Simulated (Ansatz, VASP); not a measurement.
## One calculation of Ag, two programs

```
Ag
1.0
     0.00000    1.81325    2.04310
     1.81325    0.00000    2.04310
     1.81325    1.81325    0.00000
Ag
1
Direct
  0.00000 0.00000 0.00000
```

Change from the starting cell: strain -0.1125 x Voigt [1, 1, 0, 0, 0, 0], atoms carried along.

Alike in both runs: task single point; functional LDA; k mesh 20 × 20 × 20; occupations gaussian, width 0.15 eV; no spin polarisation.

```csv
,VASP,Ansatz
version,VASP 6.6.1,Ansatz 0.2.0
potentials or method,"VASP PAW LDA potentials, release 64 (Ag), cutoff 520 eV","scalar-relativistic, plane waves, PAW"
valence electrons in the cell,11,19
```

VASP gave:

* gap on the k mesh at the Fermi level (eV): none
* pressure (GPa): 41.2
* traceless stress, the component that is largest in VASP (GPa): -9.49

Q: Which values does Ansatz return?

A: gap on the k mesh at the Fermi level (eV): none; pressure (GPa): 41.1; traceless stress, the component that is largest in VASP (GPa): -9.57.

LDA's correlation is that of Perdew and Zunger in VASP and of Perdew and Wang (1992) in Ansatz. A gap of «none» marks a metal or a gap that the smearing closes. Both programs put the cell under a high pressure, so it lies far from rest at this level. VASP's potentials hold 11 valence electrons a cell and Ansatz's 19, so a difference there can come from the potentials and not from the codes.
